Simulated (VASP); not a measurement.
# Na2Al2O (R-3m) in VASP: a series of runs

Runs on Na2Al2O. Level: PBE. Tasks: single point, relaxation of cell and atoms.

All numbers are computed with VASP 6.6.1; they aren't measurements. Logs are shortened: lines on timing, memory, paths and dates and some standing lists are left out, and cuts for length are marked.

### 1 The cell of the first run

It takes space group R-3m (No. 166, trigonal). Conventional cell: a = 5.042 Å, b = 5.042 Å, c = 11.974 Å, α = 90.00°, β = 90.00°, γ = 120.00°. Within 2.5 Å of Na (site symmetry 3m) lie 1 O at 1.92 Å and 1 Al at 2.19 Å. Within 2.9 Å of Al (site symmetry 3m) lie 1 Na at 2.19 Å. Within 2.5 Å of O (site symmetry -3m) lie 2 Na at 1.92 Å.

### 2 Single point, PBE

INCAR reads:

```
SYSTEM = Na2Al2O
PREC     = Accurate       ! precision mode
ENCUT    = 520            ! plane-wave cutoff, eV
EDIFF    = 1E-7           ! SCF threshold, eV
ISMEAR   = 0              ! smearing method
SIGMA    = 0.1            ! smearing width, eV
LREAL    = .False.        ! projectors in reciprocal space
LASPH    = .True.         ! aspherical terms in the spheres
NELM     = 80             ! most SCF steps
ALGO     = Normal         ! electronic algorithm
ISIF     = 2              ! what is computed and relaxed
LWAVE    = .False.        ! write WAVECAR
LCHARG   = .True.         ! write CHGCAR
GGA      = PE             ! functional
LELF     = .True.         ! ELF
LVHAR    = .True.       
NBANDS   = 21             ! bands
```

KPOINTS reads:

```
Automatic mesh
0
Gamma
  6 6 6
  0 0 0
```

POSCAR reads:

```
Na2Al2O
1.0
    2.5209171100      1.4554521700      3.9912845600
   -2.5209171100      1.4554521700      3.9912845600
    0.0000000000     -2.9109043400      3.9912845600
Na Al O
2 2 1
Direct
    0.6605621500      0.6605621500      0.6605621500
    0.3394378500      0.3394378500      0.3394378500
    0.1563083100      0.1563083100      0.1563083100
    0.8436916900      0.8436916900      0.8436916900
    0.5000000000      0.5000000000      0.5000000000
```

Potentials or basis: VASP PAW PBE potentials, release 64 (Na_pv, Al, O).

Launch:

```
cat potpaw_PBE.64/Na_pv/POTCAR potpaw_PBE.64/Al/POTCAR potpaw_PBE.64/O/POTCAR > POTCAR
mpirun -np 1 vasp_std > vasp.out
```

OUTCAR:

```text
SYSTEM = Na2Al2O
   PREC = Accurate
   ENCUT = 520
   EDIFF = 1E-7
   ISMEAR = 0
   LREAL = .False.
   LASPH = .True.
   NELM = 80
   ISIF = 2
   GGA = PE

 ion  position               nearest neighbor table
   1  0.661  0.661  0.661-   5 1.92   4 2.19
   2  0.339  0.339  0.339-   5 1.92   3 2.19
   3  0.156  0.156  0.156-   2 2.19   4 2.92   4 2.92   4 2.92
   4  0.844  0.844  0.844-   1 2.19   3 2.92   3 2.92   3 2.92
   5  0.500  0.500  0.500-   1 1.92   2 1.92

  LATTYP: Found a trigonal (rhomboedric) cell.
 ALAT       =     4.9400117949
 COS(alpha) =     0.4791757996

  Lattice vectors:

 A1 = (   2.5209171100,   1.4554521700,   3.9912845600)
 A2 = (  -2.5209171100,   1.4554521700,   3.9912845600)
 A3 = (   0.0000000000,  -2.9109043400,   3.9912845600)

Analysis of symmetry for initial positions (statically):
=====================================================================
 Subroutine PRICEL returns:
 Original cell was already a primitive cell.

 Routine SETGRP: Setting up the symmetry group for a
 trigonal (rhombohedral) supercell.

 Subroutine GETGRP returns: Found 12 space group operations
 (whereof 12 operations were pure point group operations)
 out of a pool of 12 trial point group operations.

The static configuration has the point symmetry D_3d.

Analysis of symmetry for dynamics (positions and initial velocities):
=====================================================================
 Subroutine PRICEL returns:
 Original cell was already a primitive cell.

 Routine SETGRP: Setting up the symmetry group for a
 trigonal (rhombohedral) supercell.

 Subroutine GETGRP returns: Found 12 space group operations
 (whereof 12 operations were pure point group operations)
 out of a pool of 12 trial point group operations.

The dynamic configuration has the point symmetry D_3d.

 Subroutine INISYM returns: Found 12 space group operations
 (whereof 12 operations are pure point group operations),
 and found     1 'primitive' translations

----------------------------------------------------------------------------------------

                                     Primitive cell

  volume of cell :      87.8659

  direct lattice vectors                    reciprocal lattice vectors
     2.520917110  1.455452170  3.991284560     0.198340516  0.114511950  0.083515301
    -2.520917110  1.455452170  3.991284560    -0.198340516  0.114511950  0.083515301
     0.000000000 -2.910904340  3.991284560     0.000000000 -0.229023901  0.083515301

  length of vectors
     4.940011795  4.940011795  4.940011793     0.243776030  0.243776030  0.243776030

  position of ions in fractional coordinates (direct lattice)
     0.660562150  0.660562150  0.660562150
     0.339437850  0.339437850  0.339437850
     0.156308310  0.156308310  0.156308310
     0.843691690  0.843691690  0.843691690
     0.500000000  0.500000000  0.500000000

  ion indices of the primitive-cell ions
   primitive index   ion index
                 1           1
                 2           2
                 3           3
                 4           4
                 5           5

----------------------------------------------------------------------------------------

 KPOINTS: Automatic mesh

Automatic generation of k-mesh.
 Grid dimensions read from file:
 generate k-points for:    6    6    6

 Generating k-lattice:

  Cartesian coordinates                     Fractional coordinates (reciprocal lattice)
     0.033056753  0.019085325  0.013919217     0.166666667  0.000000000  0.000000000
    -0.033056753  0.019085325  0.013919217     0.000000000  0.166666667  0.000000000
     0.000000000 -0.038170650  0.013919217     0.000000000  0.000000000  0.166666667

  Length of vectors
     0.040629338  0.040629338  0.040629338

  Shift w.r.t. Gamma in fractional coordinates (k-lattice)
     0.000000000  0.000000000  0.000000000

 Subroutine IBZKPT returns following result:
 ===========================================

 Found     32 irreducible k-points:

 Following reciprocal coordinates:
            Coordinates               Weight
  0.000000  0.000000  0.000000      1.000000
  0.166667  0.000000  0.000000      6.000000
  0.333333  0.000000  0.000000      6.000000
  0.500000 -0.000000 -0.000000      3.000000
  0.166667  0.166667  0.000000      6.000000
  0.333333  0.166667 -0.000000     12.000000
[... 16 lines left out ...]
  0.500000  0.500000  0.166667      6.000000
 -0.333333  0.500000  0.166667     12.000000
 [... further k-points ...]
   k-points           NKPTS =     32   k-points in BZ     NKDIM =     32   number of bands    NBANDS=     21
   number of dos      NEDOS =    301   number of ions     NIONS =      5
   total plane-waves  NPLWV =  64000
   dimension x,y,z NGX =    40 NGY =   40 NGZ =   40
   dimension x,y,z NGXF=    80 NGYF=   80 NGZF=   80
   ions per type =               2   2   1
   NGX,Y,Z   is equivalent  to a cutoff of  13.46, 13.46, 13.46 a.u.
   NGXF,Y,Z  is equivalent  to a cutoff of  26.92, 26.92, 26.92 a.u.
 SYSTEM =  Na2Al2O
   PREC   = accura    normal or accurate (medium, high low for compatibility)
   ISTART =      0    job   : 0-new  1-cont  2-samecut
   ICHARG =      2    charge: 1-file 2-atom 10-const
   ISPIN  =      1    spin polarized calculation?
   LNONCOLLINEAR =      F non collinear calculations
   LSORBIT =      F    spin-orbit coupling
   LASPH  =      T    aspherical Exc in radial PAW
   ENCUT  =  520.0 eV  38.22 Ry    6.18 a.u.   9.19  9.19  9.19*2*pi/ulx,y,z
   NELM   =     80;   NELMIN=  2; NELMDL= -5     # of ELM steps
   EDIFF  = 0.1E-06   stopping-criterion for ELM
   LREAL  =      F    real-space projection
   EDIFFG = 0.1E-05   stopping-criterion for IOM
   NSW    =      0    number of steps for IOM
   IBRION =     -1    ionic relax: 0-MD 1-quasi-New 2-CG
   NFREE  =      0    steps in history (QN), initial steepest desc. (CG)
   ISIF   =      2    stress and relaxation
   ISYM   =      2    0-nonsym 1-usesym 2-fastsym
   POTIM  = 0.5000    time-step for ionic-motion
   TEBEG  =    0.0;   TEEND  =   0.0 temperature during run
   PSTRESS=    0.0 pullay stress
   NELECT =      26.0000    total number of electrons
   NUPDOWN=      -1.0000    fix difference up-down
   EMIN   =  10.00;   EMAX   =-10.00  energy-range for DOS
   EFERMI =   0.00;   METHOD = LEGACY
   ISMEAR =     0;   SIGMA  =   0.10  broadening in eV -4-tet -1-fermi 0-gaus
   EFERMI_NEDOS =   21; number of points for ismear=-14 and -15
   IALGO  =     38    algorithm
   IMIX   =      4    mixing-type and parameters
     AMIX     =   0.40;   BMIX     =  1.00
     AMIX_MAG =   1.60;   BMIX_MAG =  1.00
  volume/ion in A,a.u.               =      17.57       118.59
  Fermi-wavevector in a.u.,A,eV,Ry     =   1.090919  2.061538 16.192348  1.190104
  Thomas-Fermi vector in A             =   2.227153
   LORBIT       =      0    0 simple, 1 ext, 2 COOP (PROOUT), +10 PAW based schemes
   GGA     = PE    functional components
   LHFCALC =     F    Hartree Fock is set to
   AEXX    =    0.0000 exact exchange contribution
   IVDW    =     0    specifies the selected vdW correction
   LEPSILON=     F    determine dielectric tensor
   LRPA    =     F    only Hartree local field effects (RPA)
 non-spin polarized calculation
 Gauss-broadening in eV      SIGMA  =   0.10
  energy-cutoff  :      520.00
  volume of cell :       87.87
 maximum number of plane-waves:      2408
 NGX is ok and might be reduce to    40
   NGX = 19   NGY = 19   NGZ = 19

 number of electron      26.0000008 magnetization

 Free energy of the ion-electron system (eV)
  ---------------------------------------------------
  ext. energy  EPLUGINS =         0.00000000
  ---------------------------------------------------
  free energy    TOTEN  =       -12.29459332 eV

  energy without entropy =      -12.27886831  energy(sigma->0) =      -12.28673082

 E-fermi :   3.6739     XC(G=0):  -9.0718

 val. band max:        3.6718649602   @ k =   0.5000   0.1667   0.0000
 cond. band min:       3.6827433636   @ k =   0.1667   0.1667   0.1667
 fundamental gap:      0.0108784034
 Fermi energy:         3.6738730391

 k-point     1 :       0.0000    0.0000    0.0000
  band No.  band energies     occupation
      1     -20.3813      2.00000
      2     -20.3452      2.00000
      3     -20.2742      2.00000
      4     -20.2742      2.00000
      5     -20.1466      2.00000
      6     -20.1466      2.00000
[... 13 lines left out ...]
     20       9.6659      0.00000
     21       9.6659      0.00000

 k-point     2 :       0.1667    0.0000    0.0000
  band No.  band energies     occupation
      1     -20.3866      2.00000
      2     -20.3413      2.00000
      3     -20.2775      2.00000
      4     -20.2686      2.00000
      5     -20.1529      2.00000
      6     -20.1432      2.00000
[... 13 lines left out ...]
     20       9.1836      0.00000
     21       9.4553      0.00000

 k-point     3 :       0.3333    0.0000    0.0000
  band No.  band energies     occupation
      1     -20.3951      2.00000
      2     -20.3358      2.00000
      3     -20.2837      2.00000
      4     -20.2554      2.00000
      5     -20.1676      2.00000
      6     -20.1371      2.00000
[... 13 lines left out ...]
     20       9.3524      0.00000
     21      10.0116      0.00000
[... 457 lines left out ...]
 k-point    23 :       0.5000    0.5000    0.1667
  band No.  band energies     occupation
      1     -20.4235      2.00000
      2     -20.3152      2.00000
      3     -20.2867      2.00000
      4     -20.2552      2.00000
      5     -20.1676      2.00000
      6     -20.1356      2.00000
[... 13 lines left out ...]
     20      10.6881      0.00000
     21      12.2762      0.00000

 k-point    24 :      -0.3333    0.5000    0.1667
  band No.  band energies     occupation
      1     -20.4182      2.00000
      2     -20.3190      2.00000
      3     -20.2921      2.00000
      4     -20.2393      2.00000
      5     -20.1837      2.00000
      6     -20.1305      2.00000
[... 13 lines left out ...]
     20      10.8221      0.00000
     21      11.7531      0.00000

 [... further k-points ...]
[... 5 lines left out ...]
  --------------------------------------------------------------------------------------
  -------------------------------------------------------------------------------------
  Total       -2.4081815     -2.4081815     24.0870107      0.0000000      0.0000000      0.0000000
  in kB      -43.9116099    -43.9116098    439.2108316      0.0000000      0.0000000      0.0000000
  external PRESSURE =     117.1292040 kB  Pullay stress =       0.0000000 kB

 VOLUME and BASIS-vectors are now :
 -----------------------------------------------------------------------------
  energy-cutoff  :      520.00
  volume of cell :       87.87
      direct lattice vectors                 reciprocal lattice vectors
     2.520917110  1.455452170  3.991284560     0.198340516  0.114511950  0.083515301
    -2.520917110  1.455452170  3.991284560    -0.198340516  0.114511950  0.083515301
     0.000000000 -2.910904340  3.991284560     0.000000000 -0.229023901  0.083515301

 POSITION                                       TOTAL-FORCE (eV/Angst)
 -----------------------------------------------------------------------------------
      0.00000      0.00000      7.90947         0.000000      0.000000     -1.574819
      0.00000      0.00000      4.06438         0.000000      0.000000      1.574819
      0.00000      0.00000      1.87161         0.000000     -0.000000     -4.238960
      0.00000      0.00000     10.10224         0.000000      0.000000      4.238960
      0.00000      0.00000      5.98693        -0.000000      0.000000     -0.000000
 -----------------------------------------------------------------------------------
    total drift:                                0.000000      0.000000     -0.000000

  FREE ENERGIE OF THE ION-ELECTRON SYSTEM (eV)
  ---------------------------------------------------
  free  energy   TOTEN  =       -12.2945933235 eV

  energy  without entropy=      -12.2788683089  energy(sigma->0) =      -12.28673082
```

Run time: 47 s. Hardware: 1 thread of Intel Xeon 6975P-C (Granite Rapids), shared host; peak memory 0.25 GiB.

Results:

```yaml
Free_energy: -12.2946 eV
Pressure: 11.7 GPa
Largest_force: 4.239 eV/Å
Band_gap_on_the_k_mesh: zero (band 13 reaches 4.50 eV, above the bottom of band 14 at 3.14 eV)
```

Forces in eV/Å, atoms in the order of the input:
```
Na   0.000  0.000 -1.575
Na   0.000  0.000  1.575
Al   0.000  0.000 -4.239
Al   0.000  0.000  4.239
O    0.000  0.000  0.000
```

Stress tensor (GPa, compression positive):
```
-4.39  0.00  0.00
 0.00 -4.39  0.00
 0.00  0.00 43.92
```

Levels at points of the mesh, in eV from the Fermi level:
```tsv
k point	band 9	band 10	band 11	band 12	band 13	band 14	band 15	band 16	band 17	band 18
(0.00, 0.00, 0.00)	-2.73	-2.73	-2.02	-0.05	-0.05	0.16	1.83	2.35	4.00	4.00
(0.50, 0.00, 0.00)	-3.94	-3.19	-2.06	-0.99	0.78	1.11	1.21	2.37	2.87	5.75
(0.50, 0.50, 0.00)	-4.13	-3.42	-2.38	-1.00	-0.69	0.67	1.73	1.99	6.14	6.22
(0.50, 0.50, 0.50)	-3.81	-2.75	-2.75	-1.16	-0.54	-0.54	0.08	4.50	4.50	5.57
```

Caveat: forces of over 1 eV/Å act on the atoms, so gaps and moduli don't describe the material at rest.

(Part 1 of 2 ends here.)
